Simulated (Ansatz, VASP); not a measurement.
Two plane-wave programs on GdO

File POSCAR:

```
GdO
1.0
    2.8018137600      0.0000000000      0.0000000000
    0.0000000000      2.8018137600      0.0000000000
    0.0000000000      0.0000000000      2.8018137600
Gd O
1 1
Direct
    0.0000000000      0.0000000000      0.0000000000
    0.5000000000      0.5000000000      0.5000000000
```

File INCAR.step1:

```
SYSTEM = GdO
  ALGO = Normal
  EDIFF = 1E-4
  ENCUT = 520
  GGA = PE
  GGA_COMPAT = .FALSE.
  ISMEAR = -1
  LASPH = .TRUE.
  LCHARG = .FALSE.
  LMAXMIX = 6
  LREAL = .FALSE.
  LSORBIT = .TRUE.
  LWAVE = .TRUE.
  MAGMOM = 4.041 4.041 4.041 0 0 0
  NBANDS = 36
  NELM = 150
  PREC = Accurate
  SIGMA = 0.05
```

File INCAR.step2:

```
SYSTEM = GdO
  ALGO = Normal
  EDIFF = 1E-6
  ENCUT = 520
  GGA_COMPAT = .FALSE.
  ISIF = 2
  ISMEAR = -1
  ISTART = 1
  LASPH = .TRUE.
  LCHARG = .FALSE.
  LMAXMIX = 6
  LMIXTAU = .TRUE.
  LORBIT = 11
  LORBMOM = .TRUE.
  LREAL = .FALSE.
  LSORBIT = .TRUE.
  LWAVE = .FALSE.
  MAGMOM = 4.041 4.041 4.041 0 0 0
  METAGGA = R2SCAN
  NBANDS = 36
  NELM = 150
  PREC = Accurate
  SIGMA = 0.05
```

KPOINTS

```
k-points
0
G
  9 9 9
  0 0 0
```

File input.yaml:

```yaml
crystal:
  lattice:
    - [2.80181376, 0.0, 0.0]
    - [0.0, 2.80181376, 0.0]
    - [0.0, 0.0, 2.80181376]
  atoms:
    - { symbol: Gd, position: [0.0, 0.0, 0.0], spin: 6.999, spin_axis: [4.041, 4.041, 4.041] }
    - { symbol: O, position: [0.5, 0.5, 0.5] }
hamiltonian:
  xc: r2scan
  pseudopotentials: { kind: paw_fr }
magnetization:
  noncollinear: true
  spin_orbit: true
kpoints:
  mp_grid: { grid: [9, 9, 9] }
  band_path:
    path:
      - [[0.0, 0.0, 0.0], [0.0, 0.5, 0.0], [0.5, 0.5, 0.0], [0.0, 0.0, 0.0], [0.5, 0.5, 0.5], [0.0, 0.5, 0.0]]
      - [[0.5, 0.5, 0.0], [0.5, 0.5, 0.5]]
    npoints: 14
scf:
  occupations: { method: fermi_dirac, width: 0.05 }
  n_extra_bands: 6
output:
  forces: true
  stress: true
  eigenvalues: true
  fatbands: false
```

Alike in both runs: functional r2SCAN; k mesh 9 × 9 × 9; occupations fermi-dirac, width 0.05 eV; non-collinear spin, spin-orbit coupling.

|  | VASP | Ansatz |
| --- | --- | --- |
| version | VASP 6.6.1 | Ansatz 0.2.0 |
| potentials or method | VASP PAW PBE potentials, release 64 (Gd, O) | Ansatz PAW |
| plane-wave cutoff (eV) | 520 | 500 |
| valence electrons in the cell | 24 | 24 |
| task | single point | band structure |

```csv
,VASP,Ansatz,Ansatz less VASP
net moment per atom (μB),3.72,3.72,+0.005
```

VASP's potentials were made for PBE, not for r2SCAN.

Noted on Ansatz's run: the magnetic or orbital state may not be the lowest.
